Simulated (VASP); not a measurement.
A run of VASP 6.6.1:

File INCAR:

```
SYSTEM = MoS2
ALGO     = Fast           ! electronic algorithm
EDIFF    = 1E-6           ! SCF threshold, eV
ENCUT    = 520            ! plane-wave cutoff, eV
GGA      = PE             ! functional
ISIF     = 2              ! what is computed and relaxed
ISMEAR   = 0              ! smearing method
IVDW     = 12             ! dispersion correction
LASPH    = .TRUE.         ! aspherical terms in the spheres
LCHARG   = .TRUE.         ! write CHGCAR
LELF     = .TRUE.         ! ELF
LREAL    = .FALSE.        ! projectors in reciprocal space
LVHAR    = .TRUE.       
LWAVE    = .FALSE.        ! write WAVECAR
NBANDS   = 49             ! bands
NELM     = 80             ! most SCF steps
PREC     = Accurate       ! precision mode
SIGMA    = 0.15           ! smearing width, eV
```

The input KPOINTS:

```
k-points
0
G
  14 14 3
  0 0 0
```

POSCAR

```
MoS2
1.0
   -3.1342106946      0.0000000000      0.0000000000
   -1.5671053473     -2.7143060823      0.0000000000
   -4.1136515366     -2.3750178220     17.6135570258
Mo S
3 6
Direct
    0.5187486412      0.5187486412      0.1690491719
    0.2604690340     -0.7395309660      0.8451782468
   -0.1103911624     -0.1103911624      0.5071137094
   -0.1524737675     -0.1524737675      0.9361604962
   -0.5233339639      0.4766660361      0.5980959587
    0.1058058397      0.1058058397      0.2600314213
    0.3025516391      0.3025516391      0.4161314601
    0.9316914427     -0.0683085573      0.0780669226
   -0.3265881645     -0.3265881645      0.7541959975
```

Potentials or basis: VASP PAW PBE potentials, release 64 (Mo_sv, S).

The run is started by

```console
$ cat potpaw_PBE.64/Mo_sv/POTCAR potpaw_PBE.64/S/POTCAR > POTCAR
$ mpirun -np 1 vasp_std > vasp.out
```

Hardware: 1 thread of Oxide Virtual Turin-like Processor, with other jobs on the host.

Problem. How long does it take, and how much memory?

Solution. Wall time 23 min on 1 thread of Oxide Virtual Turin-like Processor (shared host), peak memory 0.86 GiB. Counts: scf iterations 17, k points 162.
